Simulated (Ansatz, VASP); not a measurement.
# Ba: VASP beside Ansatz

```
Ba
1.0
     5.30156    0.00000    0.00000
     0.00000    6.00788    0.00000
     0.00000    0.00000    4.51955
Ba
2
Direct
  0.00000 0.00000 0.58964
  0.50000 0.50000 0.41036
```

Alike in both runs: task relaxation of cell and atoms; functional PBE; k mesh 4 × 4 × 4; occupations gaussian, width 0.1 eV; no spin polarisation.

```csv
,VASP,Ansatz
version,VASP 6.6.1,Ansatz 0.2.0
potentials or method,"VASP PAW PBE potentials, release 64 (Ba_sv), cutoff 600 eV","scalar-relativistic, plane waves, PAW"
valence electrons in the cell,20,20
```

|  | VASP | Ansatz | Ansatz less VASP |
| --- | --- | --- | --- |
| gap on the k mesh at the Fermi level, each at its own relaxed structure (eV) | none | none | - |
| relaxed volume (Å³/atom) | 63.63 | 63.54 | -0.093 |
| relaxed cell length with the largest relative difference (Å) | 5.092 | 5.828 | +0.7353 |

A gap of «none» marks a metal or a gap that the smearing closes. One of these differences is far larger than is usual between the two programs; its cause wasn't traced.

Spin-orbit coupling is off throughout.
